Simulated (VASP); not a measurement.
Here is a VASP 6.6.1 calculation.

File INCAR:

```
SYSTEM = TaOs3
PREC = Accurate
ENCUT = 560
EDIFF = 1E-6
ISMEAR = -1
SIGMA = 0.1
LREAL = .FALSE.
LASPH = .TRUE.
NELM = 120
ALGO = Normal
ISIF = 2
LWAVE = .FALSE.
LCHARG = .FALSE.
NBANDS = 38
GGA_COMPAT = .FALSE.
```

The input KPOINTS:

```
regular mesh
0
G
  6 6 6
  0 0 0
```

The input POSCAR:

```
TaOs3
1.0
    3.8711397601      0.0000000000      0.0000000000
    0.0000000000      3.8711397601      0.0000000000
    0.0000000000      0.0000000000      3.8711397601
Ta Os
1 3
Direct
    0.0000000000      0.0000000000      0.0000000000
    0.0000000000      0.5000000000      0.5000000000
    0.5000000000      0.0000000000      0.5000000000
    0.5000000000      0.5000000000      0.0000000000
```

Potentials or basis: VASP PAW LDA potentials, release 64 (Ta_sv_GW, Os_sv_GW).

Launch:

```bash
$ cat potpaw_LDA.64/Ta_sv_GW/POTCAR potpaw_LDA.64/Os_sv_GW/POTCAR > POTCAR
$ mpirun -np 1 vasp_std > vasp.out
```

**Question.** Estimate the pressure.

**Answer.** 0.2 GPa.

**Question.** What does it give for the band gap on the k mesh?

**Answer.** Zero (an odd number of electrons rules out a gap without spin polarisation).

Caveat: spin-orbit coupling is left out, which moves the levels of the heavy elements.
